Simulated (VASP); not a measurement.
# Be2Se3 (R-3m) in VASP: relaxation of cell and atoms with PBE

Aim: the relaxation of cell and atoms of Be2Se3 with PBE.

All numbers are computed with VASP 6.6.1; they aren't measurements. Logs are shortened: lines on timing, memory, paths and dates and some standing lists are left out, and cuts for length are marked.

**1. The cell of the first run**

It takes space group R-3m (No. 166, trigonal). Conventional cell: a = 7.327 Å, b = 7.327 Å, c = 7.770 Å, α = 90.00°, β = 90.00°, γ = 120.00°. Be (site symmetry 3m) has 3 Se at 2.12 Å and 1 Be at 2.76 Å within 2.8 Å. Se (site symmetry 2/m) has 2 Be at 2.12 Å within 2.8 Å.

The cell was generated, and may not be a known phase.

**2. Relaxation of cell and atoms, PBE**

Input file INCAR:

```
SYSTEM = Be2Se3
PREC = Accurate
ENCUT = 600
EDIFF = 1E-7
ISMEAR = 0
SIGMA = 0.1
LREAL = .FALSE.
LASPH = .TRUE.
NELM = 120
ALGO = Normal
ISIF = 3
LWAVE = .FALSE.
LCHARG = .FALSE.
GGA = PE
IBRION = 2
NSW = 100
EDIFFG = -0.01
GGA_COMPAT = .FALSE.
NELMIN = 4
```

Input file KPOINTS:

```
Automatic mesh
0
G
  12 12 12
  0 0 0
```

Input file POSCAR:

```
Be2Se3
1.0
    3.6636708779      2.1152213676      2.5898587759
   -3.6636708779      2.1152213676      2.5898587759
    0.0000000000     -4.2304427351      2.5898587759
Be Se
2 3
Direct
    0.8223626058      0.8223626058      0.8223626058
    0.1776373942      0.1776373942      0.1776373942
    0.0000000000      0.5000000000      0.0000000000
    0.0000000000      0.0000000000      0.5000000000
    0.5000000000      0.0000000000      0.0000000000
```

Potentials or basis: VASP PAW PBE potentials, release 64 (Be, Se).

Launch:

```console
$ cat potpaw_PBE.64/Be/POTCAR potpaw_PBE.64/Se/POTCAR > POTCAR
$ mpirun -np 1 vasp_std > vasp.out
```

OUTCAR:

```text
SYSTEM = Be2Se3
   PREC = Accurate
   ENCUT = 600
   EDIFF = 1E-7
   ISMEAR = 0
   LREAL = .FALSE.
   LASPH = .TRUE.
   NELM = 120
   ISIF = 3
   GGA = PE
   IBRION = 2
   NSW = 100
   EDIFFG = -0.01
   NELMIN = 4

 ion  position               nearest neighbor table
   1  0.822  0.822  0.822-   4 2.12   3 2.12   5 2.12
   2  0.178  0.178  0.178-   4 2.12   3 2.12   5 2.12
   3  0.000  0.500  0.000-   1 2.12   2 2.12
   4  0.000  0.000  0.500-   1 2.12   2 2.12
   5  0.500  0.000  0.000-   1 2.12   2 2.12

  LATTYP: Found a trigonal (rhomboedric) cell.
 ALAT       =     4.9602433624
 COS(alpha) =    -0.0910808443

  Lattice vectors:

 A1 = (   3.6636708779,   2.1152213676,   2.5898587759)
 A2 = (  -3.6636708779,   2.1152213676,   2.5898587759)
 A3 = (   0.0000000000,  -4.2304427351,   2.5898587759)

Analysis of symmetry for initial positions (statically):
=====================================================================
 Subroutine PRICEL returns:
 Original cell was already a primitive cell.

 Routine SETGRP: Setting up the symmetry group for a
 trigonal (rhombohedral) supercell.

 Subroutine GETGRP returns: Found 12 space group operations
 (whereof 12 operations were pure point group operations)
 out of a pool of 12 trial point group operations.

The static configuration has the point symmetry D_3d.

Analysis of symmetry for dynamics (positions and initial velocities):
=====================================================================
 Subroutine PRICEL returns:
 Original cell was already a primitive cell.

 Routine SETGRP: Setting up the symmetry group for a
 trigonal (rhombohedral) supercell.

 Subroutine GETGRP returns: Found 12 space group operations
 (whereof 12 operations were pure point group operations)
 out of a pool of 12 trial point group operations.

The dynamic configuration has the point symmetry D_3d.

 Subroutine INISYM returns: Found 12 space group operations
 (whereof 12 operations are pure point group operations),
 and found     1 'primitive' translations

----------------------------------------------------------------------------------------

                                     Primitive cell

  volume of cell :     120.4203

  direct lattice vectors                    reciprocal lattice vectors
     3.663670878  2.115221368  2.589858776     0.136475141  0.078793959  0.128707147
    -3.663670878  2.115221368  2.589858776    -0.136475141  0.078793959  0.128707147
     0.000000000 -4.230442735  2.589858776     0.000000000 -0.157587919  0.128707147

  length of vectors
     4.960243362  4.960243362  4.960243362     0.203468626  0.203468626  0.203468626

  position of ions in fractional coordinates (direct lattice)
     0.822362606  0.822362606  0.822362606
     0.177637394  0.177637394  0.177637394
     1.000000000  0.500000000  0.000000000
     0.000000000  0.000000000  0.500000000
     0.500000000  1.000000000  0.000000000

  ion indices of the primitive-cell ions
   primitive index   ion index
                 1           1
                 2           2
                 3           3
                 4           4
                 5           5

----------------------------------------------------------------------------------------

 KPOINTS: Automatic mesh

Automatic generation of k-mesh.
 Grid dimensions read from file:
 generate k-points for:   12   12   12

 Generating k-lattice:

  Cartesian coordinates                     Fractional coordinates (reciprocal lattice)
     0.011372928  0.006566163  0.010725596     0.083333333 -0.000000000  0.000000000
    -0.011372928  0.006566163  0.010725596    -0.000000000  0.083333333  0.000000000
     0.000000000 -0.013132327  0.010725596     0.000000000  0.000000000  0.083333333

  Length of vectors
     0.016955719  0.016955719  0.016955719

  Shift w.r.t. Gamma in fractional coordinates (k-lattice)
     0.000000000  0.000000000  0.000000000

 Subroutine IBZKPT returns following result:
 ===========================================

 Found    189 irreducible k-points:

 Following reciprocal coordinates:
            Coordinates               Weight
  0.000000  0.000000  0.000000      1.000000
  0.083333  0.000000  0.000000      6.000000
  0.166667 -0.000000 -0.000000      6.000000
  0.250000  0.000000  0.000000      6.000000
  0.333333 -0.000000 -0.000000      6.000000
  0.416667  0.000000 -0.000000      6.000000
[... 16 lines left out ...]
  0.500000  0.166667  0.000000     12.000000
 -0.416667  0.166667  0.000000     12.000000
 [... further k-points ...]
   k-points           NKPTS =    189   k-points in BZ     NKDIM =    189   number of bands    NBANDS=     15
   number of dos      NEDOS =    301   number of ions     NIONS =      5
   total plane-waves  NPLWV =  64000
   dimension x,y,z NGX =    40 NGY =   40 NGZ =   40
   dimension x,y,z NGXF=    80 NGYF=   80 NGZF=   80
   ions per type =               2   3
   NGX,Y,Z   is equivalent  to a cutoff of  13.41, 13.41, 13.41 a.u.
   NGXF,Y,Z  is equivalent  to a cutoff of  26.81, 26.81, 26.81 a.u.
 SYSTEM =  Be2Se3
   PREC   = accura    normal or accurate (medium, high low for compatibility)
   ISTART =      0    job   : 0-new  1-cont  2-samecut
   ICHARG =      2    charge: 1-file 2-atom 10-const
   ISPIN  =      1    spin polarized calculation?
   LNONCOLLINEAR =      F non collinear calculations
   LSORBIT =      F    spin-orbit coupling
   LASPH  =      T    aspherical Exc in radial PAW
   ENCUT  =  600.0 eV  44.10 Ry    6.64 a.u.   9.91  9.91  9.91*2*pi/ulx,y,z
   NELM   =    120;   NELMIN=  4; NELMDL= -5     # of ELM steps
   EDIFF  = 0.1E-06   stopping-criterion for ELM
   LREAL  =      F    real-space projection
   EDIFFG = -.1E-01   stopping-criterion for IOM
   NSW    =    100    number of steps for IOM
   IBRION =      2    ionic relax: 0-MD 1-quasi-New 2-CG
   NFREE  =      1    steps in history (QN), initial steepest desc. (CG)
   ISIF   =      3    stress and relaxation
   ISYM   =      2    0-nonsym 1-usesym 2-fastsym
   POTIM  = 0.5000    time-step for ionic-motion
   TEBEG  =    0.0;   TEEND  =   0.0 temperature during run
   PSTRESS=    0.0 pullay stress
   NELECT =      22.0000    total number of electrons
   NUPDOWN=      -1.0000    fix difference up-down
   EMIN   =  10.00;   EMAX   =-10.00  energy-range for DOS
   EFERMI =   0.00;   METHOD = LEGACY
   ISMEAR =     0;   SIGMA  =   0.10  broadening in eV -4-tet -1-fermi 0-gaus
   EFERMI_NEDOS =   21; number of points for ismear=-14 and -15
   IALGO  =     38    algorithm
   IMIX   =      4    mixing-type and parameters
     AMIX     =   0.40;   BMIX     =  1.00
     AMIX_MAG =   1.60;   BMIX_MAG =  1.00
  volume/ion in A,a.u.               =      24.08       162.53
  Fermi-wavevector in a.u.,A,eV,Ry     =   0.928929  1.755421 11.740591  0.862909
  Thomas-Fermi vector in A             =   2.055158
   LORBIT       =      0    0 simple, 1 ext, 2 COOP (PROOUT), +10 PAW based schemes
   GGA     = PE    functional components
   LHFCALC =     F    Hartree Fock is set to
   AEXX    =    0.0000 exact exchange contribution
   IVDW    =     0    specifies the selected vdW correction
   LEPSILON=     F    determine dielectric tensor
   LRPA    =     F    only Hartree local field effects (RPA)
 conjugate gradient relaxation of ions
 non-spin polarized calculation
 Gauss-broadening in eV      SIGMA  =   0.10
  energy-cutoff  :      600.00
  volume of cell :      120.42
 maximum number of plane-waves:      4078
   NGX = 19   NGY = 19   NGZ = 19

--------------------------------------- Ionic step        1  -------------------------------------------

 number of electron      22.0000003 magnetization

 Free energy of the ion-electron system (eV)
  ---------------------------------------------------
  ext. energy  EPLUGINS =         0.00000000
  ---------------------------------------------------
  free energy    TOTEN  =       -17.47835233 eV

  energy without entropy =      -17.46095009  energy(sigma->0) =      -17.46965121

------------------------ aborting loop because EDIFF is reached ----------------------------------------

  FORCE on cell =-STRESS in cart. coord.  units (eV):
  Direction    XX          YY          ZZ          XY          YZ          ZX
  --------------------------------------------------------------------------------------
  -------------------------------------------------------------------------------------
  Total        0.1401364      0.1401364     -0.0180168      0.0000000     -0.0000000      0.0000000
  in kB        1.8644975      1.8644975     -0.2397109      0.0000000     -0.0000000      0.0000000
  external PRESSURE =       1.1630947 kB  Pullay stress =       0.0000000 kB

 VOLUME and BASIS-vectors are now :
 -----------------------------------------------------------------------------
  energy-cutoff  :      600.00
  volume of cell :      120.42
      direct lattice vectors                 reciprocal lattice vectors
     3.663670878  2.115221368  2.589858776     0.136475141  0.078793959  0.128707147
    -3.663670878  2.115221368  2.589858776    -0.136475141  0.078793959  0.128707147
     0.000000000 -4.230442735  2.589858776     0.000000000 -0.157587919  0.128707147

 POSITION                                       TOTAL-FORCE (eV/Angst)
 -----------------------------------------------------------------------------------
      0.00000      0.00000      6.38941         0.000000      0.000000      0.001683
      0.00000      0.00000      1.38017         0.000000     -0.000000     -0.001683
     -1.83184      1.05761      1.29493        -0.000000      0.000000      0.000000
      0.00000     -2.11522      1.29493         0.000000     -0.000000     -0.000000
      1.83184      1.05761      1.29493         0.000000      0.000000     -0.000000
 -----------------------------------------------------------------------------------
    total drift:                               -0.000000      0.000000     -0.000000

  FREE ENERGIE OF THE ION-ELECTRON SYSTEM (eV)
  ---------------------------------------------------
  free  energy   TOTEN  =       -17.4783523291 eV

  energy  without entropy=      -17.4609500910  energy(sigma->0) =      -17.46965121

--------------------------------------- Ionic step        2  -------------------------------------------

 number of electron      22.0000002 magnetization

 Free energy of the ion-electron system (eV)
  ---------------------------------------------------
  ext. energy  EPLUGINS =         0.00000000
  ---------------------------------------------------
  free energy    TOTEN  =       -17.47849111 eV

  energy without entropy =      -17.46115398  energy(sigma->0) =      -17.46982255

 E-fermi :   1.7923     XC(G=0):  -8.1231

 val. band max:        1.7879563853   @ k =  -0.2500   0.5000   0.0833
 cond. band min:       1.8019332052   @ k =  -0.3333   0.1667   0.0000
 fundamental gap:      0.0139768199
 Fermi energy:         1.7922774546

 k-point     1 :       0.0000    0.0000    0.0000
  band No.  band energies     occupation
      1     -12.1883      2.00000
      2     -10.4239      2.00000
      3     -10.4239      2.00000
      4      -3.8256      2.00000
      5      -2.9776      2.00000
      6      -2.9776      2.00000
      7      -0.7788      2.00000
      8      -0.7788      2.00000
      9       0.4590      2.00000
     10       1.4696      1.99999
     11       1.9094      0.09767
     12       1.9094      0.09767
     13       1.9552      0.02122
     14       3.6608      0.00000
[... 401 lines left out ...]
      2     -10.9857      2.00000
      3     -10.4939      2.00000
      4      -3.6211      2.00000
      5      -3.1812      2.00000
      6      -2.2724      2.00000
      7      -1.5634      2.00000
      8      -0.7302      2.00000
      9      -0.0837      2.00000
     10       0.1548      2.00000
     11       1.3614      2.00000
     12       1.6662      1.92540
     13       3.9227      0.00000
     14       5.0725      0.00000
     15       6.0889      0.00000

 [... further k-points ...]

------------------------ aborting loop because EDIFF is reached ----------------------------------------

  FORCE on cell =-STRESS in cart. coord.  units (eV):
  Direction    XX          YY          ZZ          XY          YZ          ZX
  --------------------------------------------------------------------------------------
  -------------------------------------------------------------------------------------
  Total       -0.0378005     -0.0378005     -0.0423039      0.0000000     -0.0000000      0.0000000
  in kB       -0.5016614     -0.5016614     -0.5614271      0.0000000     -0.0000000      0.0000000
  external PRESSURE =      -0.5215833 kB  Pullay stress =       0.0000000 kB

 VOLUME and BASIS-vectors are now :
 -----------------------------------------------------------------------------
  energy-cutoff  :      600.00
  volume of cell :      120.73
      direct lattice vectors                 reciprocal lattice vectors
     3.668624564  2.118081380  2.589408567     0.136290861  0.078687565  0.128729524
    -3.668624564  2.118081380  2.589408567    -0.136290861  0.078687565  0.128729524
     0.000000000 -4.236162759  2.589408567     0.000000000 -0.157375130  0.128729524

 POSITION                                       TOTAL-FORCE (eV/Angst)
 -----------------------------------------------------------------------------------
      0.00000      0.00000      6.38838         0.000000      0.000000      0.006042
      0.00000      0.00000      1.37985         0.000000     -0.000000     -0.006042
     -1.83431      1.05904      1.29470        -0.000000      0.000000     -0.000000
      0.00000      2.11808      6.47352         0.000000      0.000000     -0.000000
     -1.83431     -1.05904      6.47352         0.000000      0.000000      0.000000
 -----------------------------------------------------------------------------------
    total drift:                               -0.000000      0.000000      0.000000

  FREE ENERGIE OF THE ION-ELECTRON SYSTEM (eV)
  ---------------------------------------------------
  free  energy   TOTEN  =       -17.4784911142 eV

  energy  without entropy=      -17.4611539828  energy(sigma->0) =      -17.46982255

 reached required accuracy - stopping structural energy minimisation
```

Run time: 8.7 min. Hardware: 1 thread of Intel Xeon Platinum 8375C at 2.90GHz (Ice Lake), shared host; peak memory 0.55 GiB.

What came out:

| Property | Result |
| --- | --- |
| Free energy | -17.4785 eV |
| Relaxed volume | 24.15 Å³/atom |
| Relaxed cell | a = 4.965 Å, b = 4.965 Å, c = 4.965 Å, α = 95.28°, β = 95.28°, γ = 95.28° |
| Space group after relaxing (to 0.1 Å) | R-3m (No. 166) |
| Energy gained by relaxing | 0.0 meV/atom |
| Ionic steps | 2 |
| Pressure after relaxing | -0.1 GPa |
| Largest force after relaxing | 0.006 eV/Å |
| Band gap on the k mesh | zero (bands 11 and 12 overlap by 1.72 eV) |

Forces on the atoms (eV/Å):
```
Be   0.000  0.000  0.006
Be   0.000  0.000 -0.006
Se   0.000  0.000  0.000
Se   0.000  0.000  0.000
Se   0.000  0.000  0.000
```

The path:
```
step  energy change (eV)  largest force (eV/Å)  pressure (GPa)  volume (Å³)
   1              0.0000                0.0017            0.12       120.42
   2             -0.0001                0.0060           -0.05       120.73
```

Final structure:
```
Be Se
1.0
     3.66862    2.11808    2.58941
    -3.66862    2.11808    2.58941
     0.00000   -4.23616    2.58941
Be Se
2 3
Direct
  0.82237 0.82237 0.82237
  0.17763 0.17763 0.17763
  0.00000 0.50000 0.00000
  0.00000 0.00000 0.50000
  0.50000 0.00000 0.00000
```
